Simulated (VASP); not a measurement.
A run of VASP 6.6.1 is set up as follows.

Contents of INCAR:

```
SYSTEM = Sn
PREC = Accurate
ENCUT = 500
EDIFF = 1E-7
ISMEAR = 0
SIGMA = 0.1
LREAL = .FALSE.
LASPH = .TRUE.
NELM = 120
ALGO = Normal
ISIF = 3
LWAVE = .FALSE.
LCHARG = .FALSE.
GGA = PE
IBRION = 2
NSW = 70
EDIFFG = -0.005
GGA_COMPAT = .FALSE.
NELMIN = 4
```

The input KPOINTS:

```
Automatic mesh
0
G
  16 16 16
  0 0 0
```

Contents of POSCAR:

```
Sn
1.0
   -1.7544065257      1.7546136901      2.1674907809
    1.7544065257     -1.7546136901      2.1674907809
    1.7544065257      1.7546136901     -2.1674907809
Sn
1
Direct
    0.0000000000      0.0000000000      0.0000000000
```

Potentials or basis: VASP PAW PBE potentials, release 64 (Sn_d).

Run with:

```bash
$ cat potpaw_PBE.64/Sn_d/POTCAR > POTCAR
$ mpirun -np 1 vasp_std > vasp.out
```

Problem. What does it give for the relaxed volume?

Solution. 27.91 Å³/atom.

Problem. What does it give for the band gap on the k mesh?

Solution. Zero (band 7 reaches 15.18 eV, above the bottom of band 8 at 5.64 eV).

Problem. Predict the space group after relaxing (to 0.05 Å).

Solution. I4/mmm (No. 139).

Problem. What does it give for the relaxed cell?

Solution. a = 3.345 Å, b = 3.345 Å, c = 3.345 Å, α = 115.75°, β = 115.75°, γ = 97.53°.

Final structure:
```
Sn
1.0
    -1.77897    1.77885    2.20492
     1.77897   -1.77885    2.20492
     1.77897    1.77885   -2.20492
Sn
1
Cartesian
  -1.7790 1.7788 2.2049
```

Caveat: spin-orbit coupling is left out, which moves the levels of the heavy elements.
